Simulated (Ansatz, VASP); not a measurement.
# BP in VASP and in Ansatz

```
P B
1.0
     0.00000    2.22268    2.22268
     2.22268    0.00000    2.22268
     2.22268    2.22268    0.00000
P B
1 1
Direct
  0.75000 0.75000 0.75000
  0.00000 0.00000 0.00000
```

Alike in both runs: task single point; functional BLYP; dispersion D3(BJ); k mesh 10 × 10 × 10; occupations fermi-dirac, width 0.05 eV; no spin polarisation.

|  | VASP | Ansatz |
| --- | --- | --- |
| version | VASP 6.6.1 | Ansatz 0.2.0 |
| potentials or method | VASP PAW PBE potentials, release 64 (P, B) | Ansatz PAW |
| plane-wave cutoff (eV) | 520 | 420 |
| valence electrons in the cell | 8 | 8 |

```tsv
	VASP	Ansatz	Ansatz less VASP
gap on the k mesh at the Fermi level (eV)	1.47	1.44	-0.027
least direct gap on the mesh (eV)	3.69	3.66	-0.033
pressure (GPa)	7.1	7.3	+0.22
```

VASP's potentials were made for PBE, not for BLYP.
